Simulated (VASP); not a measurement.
# CuI (Marshite) (P4/nmm) in VASP: a series of runs

The runs below take CuI (Marshite) through single point, with PBEsol+D3(BJ), LDA, PBEsol.

Everything below comes from runs of VASP 6.6.1. Logs are shortened: lines on timing, memory, paths and dates and some standing lists are left out, and cuts for length are marked.

### 1 The cell of the first run

Symmetry: P4/nmm, No. 129, tetragonal system. Conventional cell: a = 3.935 Å, b = 3.935 Å, c = 5.977 Å, α = 90.00°, β = 90.00°, γ = 90.00°. Within 3.4 Å of Cu (site symmetry -4m2) lie 4 I at 2.60 Å and 4 Cu at 2.78 Å. Within 3.4 Å of I (site symmetry 4mm) lie 4 Cu at 2.60 Å.

### 2 Single point, PBEsol+D3(BJ)

Input file INCAR:

```
SYSTEM = CuI
PREC     = Accurate       ! precision mode
ENCUT    = 520            ! plane-wave cutoff, eV
EDIFF    = 1E-6           ! SCF threshold, eV
ISMEAR   = 0              ! smearing method
SIGMA    = 0.01           ! smearing width, eV
LREAL    = .False.        ! projectors in reciprocal space
LASPH    = .True.         ! aspherical terms in the spheres
NELM     = 60             ! most SCF steps
ALGO     = Normal         ! electronic algorithm
ISIF     = 2              ! what is computed and relaxed
LWAVE    = .False.        ! write WAVECAR
LCHARG   = .False.        ! write CHGCAR
GGA      = PS             ! functional
IVDW     = 12             ! dispersion correction
NBANDS   = 26             ! bands
```

Input file KPOINTS:

```
regular mesh
0
Gamma
  6 6 4
  0 0 0
```

Input file POSCAR:

```
CuI
1.0
    3.9352651760      0.0000000000      0.0000000000
    0.0000000000      3.9352651760      0.0000000000
    0.0000000000      0.0000000000      5.9765783770
Cu I
2 2
Direct
    0.0000000000      0.0000000000      0.0000000000
    0.5000000000      0.5000000000      0.0000000000
    0.0000000000      0.5000000000      0.2847247654
    0.5000000000      0.0000000000      0.7152752346
```

Potentials or basis: VASP PAW PBE potentials, release 64 (Cu, I).

Started as:

```bash
cat potpaw_PBE.64/Cu/POTCAR potpaw_PBE.64/I/POTCAR > POTCAR
mpirun -np 1 vasp_std > vasp.out
```

OUTCAR:

```text
SYSTEM = CuI
   PREC = Accurate
   ENCUT = 520
   EDIFF = 1E-6
   ISMEAR = 0
   LREAL = .False.
   LASPH = .True.
   NELM = 60
   ISIF = 2
   GGA = PS
   IVDW = 12
 IVDW          = 12

 ion  position               nearest neighbor table
   1  0.000  0.000  0.000-   3 2.60   4 2.60   3 2.60   4 2.60   2 2.78   2 2.78   2 2.78   2 2.78

   2  0.500  0.500  0.000-   3 2.60   4 2.60   4 2.60   3 2.60   1 2.78   1 2.78   1 2.78   1 2.78

   3  0.000  0.500  0.285-   1 2.60   2 2.60   1 2.60   2 2.60
   4  0.500  0.000  0.715-   1 2.60   2 2.60   2 2.60   1 2.60

  LATTYP: Found a simple tetragonal cell.
 ALAT       =     3.9352651760
 C/A-ratio  =     1.5187231634

  Lattice vectors:

 A1 = (   3.9352651760,   0.0000000000,   0.0000000000)
 A2 = (   0.0000000000,   3.9352651760,   0.0000000000)
 A3 = (   0.0000000000,   0.0000000000,   5.9765783770)

Analysis of symmetry for initial positions (statically):
=====================================================================
 Subroutine PRICEL returns:
 Original cell was already a primitive cell.

 Routine SETGRP: Setting up the symmetry group for a
 simple tetragonal supercell.

 Subroutine GETGRP returns: Found 16 space group operations
 (whereof  8 operations were pure point group operations)
 out of a pool of 16 trial point group operations.

The static configuration has the point symmetry D_2d.
 The point group associated with its full space group is D_4h.

Analysis of symmetry for dynamics (positions and initial velocities):
=====================================================================
 Subroutine PRICEL returns:
 Original cell was already a primitive cell.

 Routine SETGRP: Setting up the symmetry group for a
 simple tetragonal supercell.

 Subroutine GETGRP returns: Found 16 space group operations
 (whereof  8 operations were pure point group operations)
 out of a pool of 16 trial point group operations.

The dynamic configuration has the point symmetry D_2d.
 The point group associated with its full space group is D_4h.

 Subroutine INISYM returns: Found 16 space group operations
 (whereof  8 operations are pure point group operations),
 and found     1 'primitive' translations

----------------------------------------------------------------------------------------

                                     Primitive cell

  volume of cell :      92.5552

  direct lattice vectors                    reciprocal lattice vectors
     3.935265176  0.000000000  0.000000000     0.254112482  0.000000000  0.000000000
     0.000000000  3.935265176  0.000000000     0.000000000  0.254112482  0.000000000
     0.000000000  0.000000000  5.976578377     0.000000000  0.000000000  0.167319817

  length of vectors
     3.935265176  3.935265176  5.976578377     0.254112482  0.254112482  0.167319817

  position of ions in fractional coordinates (direct lattice)
     0.000000000  0.000000000  0.000000000
     0.500000000  0.500000000  0.000000000
     0.000000000  0.500000000  0.284724765
     0.500000000  0.000000000  0.715275235

  ion indices of the primitive-cell ions
   primitive index   ion index
                 1           1
                 2           2
                 3           3
                 4           4

----------------------------------------------------------------------------------------

 KPOINTS: regular mesh

Automatic generation of k-mesh.
 Grid dimensions read from file:
 generate k-points for:    6    6    4

 Generating k-lattice:

  Cartesian coordinates                     Fractional coordinates (reciprocal lattice)
     0.042352080  0.000000000  0.000000000     0.166666667  0.000000000  0.000000000
     0.000000000  0.042352080  0.000000000     0.000000000  0.166666667  0.000000000
     0.000000000  0.000000000  0.041829954     0.000000000  0.000000000  0.250000000

  Length of vectors
     0.042352080  0.042352080  0.041829954

  Shift w.r.t. Gamma in fractional coordinates (k-lattice)
     0.000000000  0.000000000  0.000000000

 Subroutine IBZKPT returns following result:
 ===========================================

 Found     30 irreducible k-points:

 Following reciprocal coordinates:
            Coordinates               Weight
  0.000000  0.000000  0.000000      1.000000
  0.166667  0.000000  0.000000      4.000000
  0.333333  0.000000  0.000000      4.000000
  0.500000  0.000000  0.000000      2.000000
  0.166667  0.166667  0.000000      4.000000
  0.333333  0.166667  0.000000      8.000000
[... 16 lines left out ...]
  0.333333  0.000000  0.500000      4.000000
  0.500000  0.000000  0.500000      2.000000
 [... further k-points ...]
   k-points           NKPTS =     30   k-points in BZ     NKDIM =     30   number of bands    NBANDS=     26
   number of dos      NEDOS =    301   number of ions     NIONS =      4
   total plane-waves  NPLWV =  43200
   dimension x,y,z NGX =    30 NGY =   30 NGZ =   48
   dimension x,y,z NGXF=    60 NGYF=   60 NGZF=   96
   ions per type =               2   2
   NGX,Y,Z   is equivalent  to a cutoff of  12.67, 12.67, 13.35 a.u.
   NGXF,Y,Z  is equivalent  to a cutoff of  25.35, 25.35, 26.70 a.u.
 SYSTEM =  CuI
   PREC   = accura    normal or accurate (medium, high low for compatibility)
   ISTART =      0    job   : 0-new  1-cont  2-samecut
   ICHARG =      2    charge: 1-file 2-atom 10-const
   ISPIN  =      1    spin polarized calculation?
   LNONCOLLINEAR =      F non collinear calculations
   LSORBIT =      F    spin-orbit coupling
   LASPH  =      T    aspherical Exc in radial PAW
   ENCUT  =  520.0 eV  38.22 Ry    6.18 a.u.   7.32  7.32 11.11*2*pi/ulx,y,z
   NELM   =     60;   NELMIN=  2; NELMDL= -5     # of ELM steps
   EDIFF  = 0.1E-05   stopping-criterion for ELM
   LREAL  =      F    real-space projection
   EDIFFG = 0.1E-04   stopping-criterion for IOM
   NSW    =      0    number of steps for IOM
   IBRION =     -1    ionic relax: 0-MD 1-quasi-New 2-CG
   NFREE  =      0    steps in history (QN), initial steepest desc. (CG)
   ISIF   =      2    stress and relaxation
   ISYM   =      2    0-nonsym 1-usesym 2-fastsym
   POTIM  = 0.5000    time-step for ionic-motion
   TEBEG  =    0.0;   TEEND  =   0.0 temperature during run
   PSTRESS=    0.0 pullay stress
   NELECT =      36.0000    total number of electrons
   NUPDOWN=      -1.0000    fix difference up-down
   EMIN   =  10.00;   EMAX   =-10.00  energy-range for DOS
   EFERMI =   0.00;   METHOD = LEGACY
   ISMEAR =     0;   SIGMA  =   0.01  broadening in eV -4-tet -1-fermi 0-gaus
   EFERMI_NEDOS =   21; number of points for ismear=-14 and -15
   IALGO  =     38    algorithm
   IMIX   =      4    mixing-type and parameters
     AMIX     =   0.40;   BMIX     =  1.00
     AMIX_MAG =   1.60;   BMIX_MAG =  1.00
  volume/ion in A,a.u.               =      23.14       156.15
  Fermi-wavevector in a.u.,A,eV,Ry     =   1.195021  2.258262 19.430135  1.428075
  Thomas-Fermi vector in A             =   2.330997
   LORBIT       =      0    0 simple, 1 ext, 2 COOP (PROOUT), +10 PAW based schemes
   GGA     = PS    functional components
   LHFCALC =     F    Hartree Fock is set to
   AEXX    =    0.0000 exact exchange contribution
   IVDW    =    12    specifies the selected vdW correction
   LEPSILON=     F    determine dielectric tensor
   LRPA    =     F    only Hartree local field effects (RPA)
 non-spin polarized calculation
 Gauss-broadening in eV      SIGMA  =   0.01
  energy-cutoff  :      520.00
  volume of cell :       92.56
 maximum number of plane-waves:      2527
 NGX is ok and might be reduce to    30
   NGX = 15   NGY = 15   NGZ = 23

 number of electron      36.0000037 magnetization

 Free energy of the ion-electron system (eV)
  ---------------------------------------------------
  ext. energy  EPLUGINS =         0.00000000
  ---------------------------------------------------
  free energy    TOTEN  =       -12.56401368 eV

  energy without entropy =      -12.56401368  energy(sigma->0) =      -12.56401368

 E-fermi :   6.3135     XC(G=0): -10.0957

 val. band max:        6.2720152533   @ k =   0.0000   0.0000   0.0000
 cond. band min:       7.7533469484   @ k =   0.0000   0.0000   0.0000
 fundamental gap:      1.4813316951
 Fermi energy:         6.3134806789

 k-point     1 :       0.0000    0.0000    0.0000
  band No.  band energies     occupation
      1      -8.4362      2.00000
      2      -7.2846      2.00000
      3      -0.4833      2.00000
      4       2.1070      2.00000
      5       2.2607      2.00000
      6       2.2607      2.00000
[... 18 lines left out ...]
     25      14.5346      0.00000
     26      15.1433      0.00000

 k-point     2 :       0.1667    0.0000    0.0000
  band No.  band energies     occupation
      1      -8.2965      2.00000
      2      -7.2685      2.00000
      3      -0.2522      2.00000
      4       1.8670      2.00000
      5       1.9006      2.00000
      6       2.1265      2.00000
[... 18 lines left out ...]
     25      15.0859      0.00000
     26      15.2259      0.00000

 k-point     3 :       0.3333    0.0000    0.0000
  band No.  band energies     occupation
      1      -7.9362      2.00000
      2      -7.3019      2.00000
      3       0.3979      2.00000
      4       0.8558      2.00000
      5       1.0946      2.00000
      6       1.9775      2.00000
[... 18 lines left out ...]
     25      13.7643      0.00000
     26      13.8684      0.00000

 k-point     4 :       0.5000    0.0000    0.0000
  band No.  band energies     occupation
      1      -7.5335      2.00000
      2      -7.5335      2.00000
      3       0.5635      2.00000
      4       0.5635      2.00000
      5       1.2987      2.00000
      6       1.2987      2.00000
[... 18 lines left out ...]
     25      13.2001      0.00000
     26      13.2001      0.00000
[... 496 lines left out ...]
      1      -7.8607      2.00000
      2      -7.8020      2.00000
      3       0.5322      2.00000
      4       0.8371      2.00000
      5       1.9347      2.00000
      6       2.0648      2.00000
[... 18 lines left out ...]
     25      11.9695      0.00000
     26      14.2455      0.00000

 k-point    23 :       0.3333    0.0000    0.5000
  band No.  band energies     occupation
      1      -7.6477      2.00000
      2      -7.6049      2.00000
      3      -0.0275      2.00000
      4       0.2643      2.00000
      5       2.0902      2.00000
      6       2.2210      2.00000
[... 18 lines left out ...]
     25      13.6354      0.00000
     26      14.6357      0.00000

 k-point    24 :       0.5000    0.0000    0.5000
  band No.  band energies     occupation
      1      -7.5140      2.00000
      2      -7.5140      2.00000
      3      -0.2377      2.00000
      4      -0.2377      2.00000
      5       2.2522      2.00000
      6       2.2522      2.00000
[... 18 lines left out ...]
     25      13.9947      0.00000
     26      13.9947      0.00000

 [... further k-points ...]

------------------------ aborting loop because EDIFF is reached ----------------------------------------

 Edisp (eV)   -1.52043

 E8    (eV) :    -1.0041

  FORCE on cell =-STRESS in cart. coord.  units (eV):
  Direction    XX          YY          ZZ          XY          YZ          ZX
  --------------------------------------------------------------------------------------
  -------------------------------------------------------------------------------------
  Total       0.10937     0.10937     0.09345     0.00000     0.00000    -0.00000
  in kB       1.89328     1.89328     1.61763     0.00000     0.00000    -0.00000
  external pressure =        1.80 kB  Pullay stress =        0.00 kB

 VOLUME and BASIS-vectors are now :
 -----------------------------------------------------------------------------
  energy-cutoff  :      520.00
  volume of cell :       92.56
      direct lattice vectors                 reciprocal lattice vectors
     3.935265176  0.000000000  0.000000000     0.254112482  0.000000000  0.000000000
     0.000000000  3.935265176  0.000000000     0.000000000  0.254112482  0.000000000
     0.000000000  0.000000000  5.976578377     0.000000000  0.000000000  0.167319817

 POSITION                                       TOTAL-FORCE (eV/Angst)
 -----------------------------------------------------------------------------------
      0.00000      0.00000      0.00000         0.000000      0.000000     -0.000000
      1.96763      1.96763      0.00000         0.000000     -0.000000     -0.000000
      0.00000      1.96763      1.70168         0.000000      0.000000      0.022533
      1.96763      0.00000      4.27490         0.000000      0.000000     -0.022533
 -----------------------------------------------------------------------------------
    total drift:                                0.000000      0.000000      0.000000

  FREE ENERGIE OF THE ION-ELECTRON SYSTEM (eV)
  ---------------------------------------------------
  free  energy   TOTEN  =       -14.0844445414 eV

  energy  without entropy=      -14.0844445414  energy(sigma->0) =      -14.08444454
```

Run time: 54 s. Hardware: 1 thread of Intel Xeon Platinum 8488C (Sapphire Rapids), shared host; peak memory 0.24 GiB.

Results:

| Quantity | Value |
| --- | --- |
| Free energy | -14.0844 eV |
| Pressure | 0.2 GPa |
| Largest force | 0.023 eV/Å |
| Band gap on the k mesh | 1.48 eV, direct |
| Dispersion energy per atom | -0.380 eV |

Forces in eV/Å, atoms in the order of the input:
```
Cu   0.000  0.000  0.000
Cu   0.000  0.000  0.000
I    0.000  0.000  0.023
I    0.000  0.000 -0.023
```

Levels at points of the mesh, in eV from the valence-band top:
```csv
k point,band 14,band 15,band 16,band 17,band 18,band 19,band 20,band 21,band 22,band 23
"(0.00, 0.00, 0.00)",-1.84,-1.53,-1.27,0.00,0.00,1.48,2.92,3.24,4.51,4.51
"(0.50, 0.00, 0.00)",-2.38,-1.63,-1.63,-0.74,-0.74,3.97,3.97,4.40,4.40,6.71
"(0.50, 0.50, 0.00)",-2.13,-2.13,-2.13,-1.50,-1.50,2.05,2.05,2.14,2.14,9.99
"(0.00, 0.00, 0.50)",-1.62,-1.62,-1.53,-0.76,-0.76,3.44,3.55,3.69,3.77,5.07
"(0.50, 0.00, 0.50)",-2.39,-0.95,-0.95,-0.67,-0.67,1.92,1.92,5.13,5.13,5.68
"(0.50, 0.50, 0.50)",-2.28,-2.13,-2.13,-1.29,-1.29,4.12,4.12,4.41,4.41,5.66
```

Caveat: the PAW data sets were made with another functional, which shifts forces and pressure a little; spin-orbit coupling is left out, which moves the levels of the heavy elements.

### 3 Single point, LDA

This run uses another cell than the first one, of 24.20 Å³/atom, 1.046 times its volume.

Input file INCAR:

```
SYSTEM = CuI
PREC = Accurate ; ENCUT = 520
EDIFF = 1E-7 ; ISMEAR = 0
SIGMA = 0.01 ; LREAL = .FALSE.
LASPH = .TRUE. ; NELM = 100
ALGO = Normal ; ISIF = 2
LWAVE = .FALSE. ; LCHARG = .FALSE.
GGA = CA ; NBANDS = 26
```

Input file KPOINTS:

```
regular mesh
0
G
  6 6 4
  0 0 0
```

Input file POSCAR:

```
CuI
1.0
    3.9609268847      0.0000000000      0.0000000000
    0.0000000000      3.9609268847      0.0000000000
    0.0000000000      0.0000000000      6.1691275233
Cu I
2 2
Direct
    0.0000000000      0.0000000000      0.0000000000
    0.5000000000      0.5000000000      0.0000000000
    0.0000000000      0.5000000000      0.2712677902
    0.5000000000      0.0000000000      0.7287322098
```

Potentials or basis: VASP PAW LDA potentials, release 64 (Cu, I).

Started as:

```bash
cat potpaw_LDA.64/Cu/POTCAR potpaw_LDA.64/I/POTCAR > POTCAR
mpirun -np 1 vasp_std > vasp.out
```

Wall time 58 s (1 thread of Intel Xeon Platinum 8488C (Sapphire Rapids), shared host); peak memory 0.21 GiB.

The run converged. Its results:

```
Free energy            : -13.9428 eV
Pressure               : 0.1 GPa
Largest force          : 0.015 eV/Å
Band gap on the k mesh : 1.52 eV, direct
```

Forces on the atoms (eV/Å):
```
Cu   0.000  0.000  0.000
Cu   0.000  0.000  0.000
I    0.000  0.000  0.015
I    0.000  0.000 -0.015
```

Levels at points of the mesh, in eV from the valence-band top:
```csv
k point,band 16,band 17,band 18,band 19,band 20,band 21
"(0.00, 0.00, 0.00)",-1.05,0.00,0.00,1.52,2.98,3.22
"(0.50, 0.00, 0.00)",-1.53,-0.64,-0.64,3.87,3.87,4.70
"(0.50, 0.50, 0.00)",-2.10,-1.44,-1.44,2.27,2.27,2.39
"(0.00, 0.00, 0.50)",-1.52,-0.54,-0.54,3.32,3.49,3.58
"(0.50, 0.00, 0.50)",-0.94,-0.59,-0.59,2.05,2.05,5.11
"(0.50, 0.50, 0.50)",-2.12,-1.30,-1.30,4.09,4.09,4.31
```

Caveat: spin-orbit coupling is left out, which moves the levels of the heavy elements.

### 4 Single point, PBEsol

This run uses another cell than the first one, of 25.99 Å³/atom, 1.123 times its volume.

Input file INCAR:

```
ALGO = Normal
EDIFF = 1E-6
ENCUT = 520
GGA = PS
ISIF = 2
ISMEAR = 0
LASPH = True
LCHARG = False
LREAL = False
LWAVE = False
NBANDS = 26
NELM = 100
PREC = Accurate
SIGMA = 0.01
```

Input file KPOINTS:

```
k-points
0
Gamma
  6 6 4
```

Input file POSCAR:

```
CuI
1.0
    4.0070176261      0.0000000000      0.0000000000
    0.0000000000      4.0070176261      0.0000000000
    0.0000000000      0.0000000000      6.4740449015
Cu I
2 2
Direct
    0.0000000000      0.0000000000      0.0000000000
    0.5000000000      0.5000000000      0.0000000000
    0.0000000000      0.5000000000      0.2613408435
    0.5000000000      0.0000000000      0.7386591565
```

Potentials or basis: VASP PAW PBE potentials, release 64 (Cu, I).

Started as:

```bash
cat potpaw_PBE.64/Cu/POTCAR potpaw_PBE.64/I/POTCAR > POTCAR
mpirun -np 1 vasp_std > vasp.out
```

It took 55 s on 1 thread of Intel Xeon Platinum 8488C (Sapphire Rapids), shared host; peak memory 0.23 GiB.

It converged, with:

| Property | Result |
| --- | --- |
| Free energy | -12.6440 eV |
| Pressure | 0.1 GPa |
| Largest force | 0.023 eV/Å |
| Band gap on the k mesh | 1.53 eV, direct |

Forces in eV/Å, atoms in the order of the input:
```
Cu   0.000  0.000  0.000
Cu   0.000  0.000  0.000
I    0.000  0.000  0.023
I    0.000  0.000 -0.023
```

Levels at points of the mesh, in eV from the valence-band top:
| k point | band 15 | band 16 | band 17 | band 18 | band 19 | band 20 | band 21 | band 22 |
| --- | --- | --- | --- | --- | --- | --- | --- | --- |
| (0.00, 0.00, 0.00) | -1.28 | -0.95 | 0.00 | 0.00 | 1.53 | 3.12 | 3.31 | 4.89 |
| (0.50, 0.00, 0.00) | -1.27 | -1.27 | -0.51 | -0.51 | 3.71 | 3.71 | 4.83 | 4.83 |
| (0.50, 0.50, 0.00) | -1.84 | -1.84 | -1.19 | -1.19 | 2.49 | 2.49 | 2.61 | 2.61 |
| (0.00, 0.00, 0.50) | -1.42 | -1.28 | -0.35 | -0.35 | 3.32 | 3.36 | 3.46 | 4.25 |
| (0.50, 0.00, 0.50) | -0.85 | -0.85 | -0.48 | -0.48 | 2.15 | 2.15 | 5.09 | 5.09 |
| (0.50, 0.50, 0.50) | -1.84 | -1.84 | -1.09 | -1.09 | 3.94 | 3.94 | 4.09 | 4.09 |

Caveat: the PAW data sets were made with another functional, which shifts forces and pressure a little; spin-orbit coupling is left out, which moves the levels of the heavy elements; this functional lacks dispersion, which binds the layers, so the pressure and a relaxed spacing across them are unreliable.

### 5 Summary

```tsv
level	potentials or basis	cell	gap on the mesh (eV)	pressure (GPa)	largest force (eV/Å)
PBEsol+D3(BJ)	VASP PAW PBE potentials, release 64 (Cu, I)	a = 3.935, b = 3.935, c = 5.977 Å, 4 atoms	1.48	0.2	0.02
LDA	VASP PAW LDA potentials, release 64 (Cu, I)	a = 3.961, b = 3.961, c = 6.169 Å, 4 atoms	1.52	0.1	0.01
PBEsol	VASP PAW PBE potentials, release 64 (Cu, I)	a = 4.007, b = 4.007, c = 6.474 Å, 4 atoms	1.53	0.1	0.02
```

Alike in all rows: task single point; no spin polarisation; k mesh 6 × 6 × 4; cutoff (eV) 520; smearing gaussian 0.01 eV.

Caveats: spin-orbit coupling is left out, which moves the levels of the heavy elements; the PAW data sets were made with another functional, which shifts forces and pressure a little (some runs); this functional lacks dispersion, which binds the layers, so the pressure and a relaxed spacing across them are unreliable (some runs).

Absolute energies hang on the potentials; compare differences alone.
